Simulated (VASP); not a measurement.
# B (Pm-3m) in VASP: further runs, part 2 of 2

VASP 6.6.1. Earlier steps stand in the parts before.

## (4) Single point, PBE (volume scaled by 0.6)

Input file INCAR:

```
PREC     = Accurate       # precision mode
ENCUT    = 520            # plane-wave cutoff, eV
EDIFF    = 1E-6           # SCF threshold, eV
ISMEAR   = -1             # smearing method
SIGMA    = 0.05           # smearing width, eV
LREAL    = F              # projectors in reciprocal space
LASPH    = T              # aspherical terms in the spheres
NELM     = 100            # most SCF steps
ALGO     = Normal         # electronic algorithm
ISIF     = 2              # what is computed and relaxed
LWAVE    = F              # write WAVECAR
LCHARG   = F              # write CHGCAR
GGA      = PE             # functional
NBANDS   = 8              # bands
```

Input file KPOINTS:

```
Automatic mesh
0
Gamma
  22 22 22
```

Input file POSCAR:

```
B
1.0
    1.5892094711      0.0000000000      0.0000000000
    0.0000000000      1.5892094711      0.0000000000
    0.0000000000      0.0000000000      1.5892094711
B
1
Direct
    0.0000000000      0.0000000000      0.0000000000
```

Potentials or basis: VASP PAW PBE potentials, release 64 (B).

The run is started by

```bash
> cat potpaw_PBE.64/B/POTCAR > POTCAR
> mpirun -np 1 vasp_std > vasp.out
```

OUTCAR:

```text
PREC = Accurate
   ENCUT = 520
   EDIFF = 1E-6
   ISMEAR = -1
   LREAL = F
   LASPH = T
   NELM = 100
   ISIF = 2
   GGA = PE

 ion  position               nearest neighbor table
   1  0.000  0.000  0.000-

  LATTYP: Found a simple cubic cell.
 ALAT       =     1.5892094711

  Lattice vectors:

 A1 = (   1.5892094711,   0.0000000000,   0.0000000000)
 A2 = (   0.0000000000,   1.5892094711,   0.0000000000)
 A3 = (   0.0000000000,   0.0000000000,   1.5892094711)

Analysis of symmetry for initial positions (statically):
=====================================================================
 Subroutine PRICEL returns:
 Original cell was already a primitive cell.

 Routine SETGRP: Setting up the symmetry group for a
 simple cubic supercell.

 Subroutine GETGRP returns: Found 48 space group operations
 (whereof 48 operations were pure point group operations)
 out of a pool of 48 trial point group operations.

The static configuration has the point symmetry O_h .

Analysis of symmetry for dynamics (positions and initial velocities):
=====================================================================
 Subroutine PRICEL returns:
 Original cell was already a primitive cell.

 Routine SETGRP: Setting up the symmetry group for a
 simple cubic supercell.

 Subroutine GETGRP returns: Found 48 space group operations
 (whereof 48 operations were pure point group operations)
 out of a pool of 48 trial point group operations.

The dynamic configuration has the point symmetry O_h .

 Subroutine INISYM returns: Found 48 space group operations
 (whereof 48 operations are pure point group operations),
 and found     1 'primitive' translations

----------------------------------------------------------------------------------------

                                     Primitive cell

  volume of cell :       4.0137

  direct lattice vectors                    reciprocal lattice vectors
[... 107 lines left out ...]
  Fermi-wavevector in a.u.,A,eV,Ry     =   1.485710  2.807585 30.032613  2.207335
  Thomas-Fermi vector in A             =   2.599088
   LORBIT       =      0    0 simple, 1 ext, 2 COOP (PROOUT), +10 PAW based schemes
   GGA     = PE    functional components
   LHFCALC =     F    Hartree Fock is set to
   AEXX    =    0.0000 exact exchange contribution
   IVDW    =     0    specifies the selected vdW correction
   LEPSILON=     F    determine dielectric tensor
   LRPA    =     F    only Hartree local field effects (RPA)
 non-spin polarized calculation
  energy-cutoff  :      520.00
  volume of cell :        4.01
 maximum number of plane-waves:       116
 NGX is ok and might be reduce to    12
   NGX =  5   NGY =  5   NGZ =  5

 number of electron       3.0000000 magnetization

 Free energy of the ion-electron system (eV)
  ---------------------------------------------------
  ext. energy  EPLUGINS =         0.00000000
  ---------------------------------------------------
  free energy    TOTEN  =        -3.93396330 eV

  energy without entropy =       -3.93266883  energy(sigma->0) =       -3.93331606

 E-fermi :  13.0975     XC(G=0): -14.6434

 val. band max:       13.0894905684   @ k =   0.5000   0.3636   0.3182
 cond. band min:      13.1437661122   @ k =   0.4545   0.3636   0.2727
 fundamental gap:      0.0542755438
 Fermi energy:        13.0974955515

 k-point     1 :       0.0000    0.0000    0.0000
  band No.  band energies     occupation
      1      -8.2888      2.00000
      2      33.4713      0.00000
      3      33.4713      0.00000
      4      33.4713      0.00000
      5      44.8434      0.00000
      6      44.8434      0.00000
      7      62.5709      0.00000
      8      88.3342      0.00000
[... 243 lines left out ...]
 k-point    24 :       0.0909    0.0909    0.0000
  band No.  band energies     occupation
      1      -7.5741      2.00000
      2      28.1894      0.00000
      3      31.3934      0.00000
      4      34.2152      0.00000
      5      48.1996      0.00000
      6      51.8360      0.00000
      7      61.1882      0.00000
      8      81.9596      0.00000

 [... further k-points ...]

------------------------ aborting loop because EDIFF is reached ----------------------------------------

  FORCE on cell =-STRESS in cart. coord.  units (eV):
  Direction    XX          YY          ZZ          XY          YZ          ZX
  --------------------------------------------------------------------------------------
  -------------------------------------------------------------------------------------
  Total        7.3910634      7.3910634      7.3910634     -0.0000000      0.0000000      0.0000000
  in kB     2950.3536605   2950.3536605   2950.3536605     -0.0000000      0.0000000      0.0000000
  external PRESSURE =    2950.3536605 kB  Pullay stress =       0.0000000 kB

 VOLUME and BASIS-vectors are now :
 -----------------------------------------------------------------------------
  energy-cutoff  :      520.00
  volume of cell :        4.01
      direct lattice vectors                 reciprocal lattice vectors
     1.589209471  0.000000000  0.000000000     0.629243670  0.000000000  0.000000000
     0.000000000  1.589209471  0.000000000     0.000000000  0.629243670  0.000000000
     0.000000000  0.000000000  1.589209471     0.000000000  0.000000000  0.629243670

 POSITION                                       TOTAL-FORCE (eV/Angst)
 -----------------------------------------------------------------------------------
      0.00000      0.00000      0.00000         0.000000      0.000000      0.000000
 -----------------------------------------------------------------------------------
    total drift:                                0.000000     -0.000000     -0.000000

  FREE ENERGIE OF THE ION-ELECTRON SYSTEM (eV)
  ---------------------------------------------------
  free  energy   TOTEN  =        -3.9339632995 eV

  energy  without entropy=       -3.9326688291  energy(sigma->0) =       -3.93331606
```

stdout:

```text
POSCAR found type information on POSCAR B
 POSCAR found :  1 types and       1 ions
 scaLAPACK will be used
 LDA part: xc-table for (Slater+PW92), standard interpolation
 POSCAR, INCAR and KPOINTS ok, starting setup
 FFT: planning ... GRIDC
 FFT: planning ... GRID_SOFT
 FFT: planning ... GRID
 WAVECAR not read
 entering main loop
```

It took 6.3 s on 1 thread of Intel Xeon Platinum 8488C (Sapphire Rapids), shared host; peak memory 0.11 GiB.

What came out:

* Free energy: -3.9340 eV
* Pressure: 295.0 GPa

Levels at points of the mesh, in eV from the Fermi level:
| k point | band 1 | band 2 | band 3 | band 4 | band 5 | band 6 |
| --- | --- | --- | --- | --- | --- | --- |
| (0.00, 0.00, 0.00) | -21.39 | 20.37 | 20.37 | 20.37 | 31.75 | 31.75 |
| (0.50, 0.00, 0.00) | -13.08 | -6.42 | 26.97 | 26.97 | 41.66 | 42.66 |
| (0.50, 0.50, 0.00) | -3.31 | -3.31 | 8.40 | 10.61 | 32.41 | 56.01 |
| (0.50, 0.50, 0.50) | 5.24 | 5.24 | 5.24 | 20.62 | 20.62 | 20.62 |
